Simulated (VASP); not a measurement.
## CoSn3: single point with r2SCAN

The system is CoSn3.

```
Sn Co
1.0
     4.49357    0.00000    0.00000
     0.00000    4.49357    0.00000
     0.00000    0.00000    4.49357
Sn Co
3 1
Direct
  0.00000 0.50000 0.50000
  0.50000 0.00000 0.50000
  0.50000 0.50000 0.00000
  0.00000 0.00000 0.00000
```

- Program: VASP 6.6.1
- Task: single point
- Functional: r2SCAN
- Potentials or basis: VASP PAW PBE potentials, release 64 (Sn_d, Co)
- Cutoff: 520 eV
- k mesh: 10 × 10 × 10
- Occupations: gaussian, width 0.1 eV
- Spin: collinear spin, ferromagnetic start
- Starting moments: [0.0, 0.0, 0.0, 3.5] μB
- Dipole correction: no
- Further INCAR settings: ALGO = Normal; EDIFF = 1e-07; NBANDS = 38

| Item | Value |
| --- | --- |
| Pressure | -0.1 GPa |
| Net moment | 1.91 μB per cell |
| Site moments | Sn -0.01; Co +2.00 μB |
| Valence electrons inside the program's atomic spheres | Sn 12.25; Co 7.76 |

Levels at points of the mesh, in eV from the Fermi level:
Spin up:
```
           k point  band 22  band 23  band 24  band 25  band 26  band 27  band 28  band 29  band 30  band 31
(0.00, 0.00, 0.00)    -3.39    -3.39    -3.39    -2.01    -2.01    -0.22     2.98     2.98     2.98     4.47
(0.50, 0.00, 0.00)    -3.11    -2.57    -1.41    -1.41    -0.60    -0.60    -0.28     0.66     1.21     5.35
(0.50, 0.50, 0.00)    -3.16    -2.54    -2.48    -0.17    -0.04     1.03     1.03     1.05     1.05     3.39
(0.50, 0.50, 0.50)    -4.50    -2.96    -2.96    -2.96    -2.50    -2.50    -1.66     7.38     7.38     8.03
```
Spin down:
```
           k point  band 21  band 22  band 23  band 24  band 25  band 26  band 27  band 28  band 29  band 30
(0.00, 0.00, 0.00)    -3.82    -0.94    -0.94    -0.08    -0.08    -0.08     0.14     2.91     2.91     2.91
(0.50, 0.00, 0.00)    -2.29    -1.47    -0.69    -0.69    -0.06     0.06     0.71     0.72     0.72     1.58
(0.50, 0.50, 0.00)    -1.37    -1.30    -1.30    -0.56     0.02     0.71     1.05     1.05     2.12     2.12
(0.50, 0.50, 0.50)    -4.60    -4.60    -1.36    -1.32    -1.31     0.46     0.46     0.46     7.47     7.47
```

It took 43 min on 1 thread of Oxide Virtual Turin-like Processor, on a shared host, peak memory 0.41 GiB.

Caveat: the PAW data sets were made with another functional, which shifts forces and pressure a little; spin-orbit coupling is left out, which moves the levels of the heavy elements.
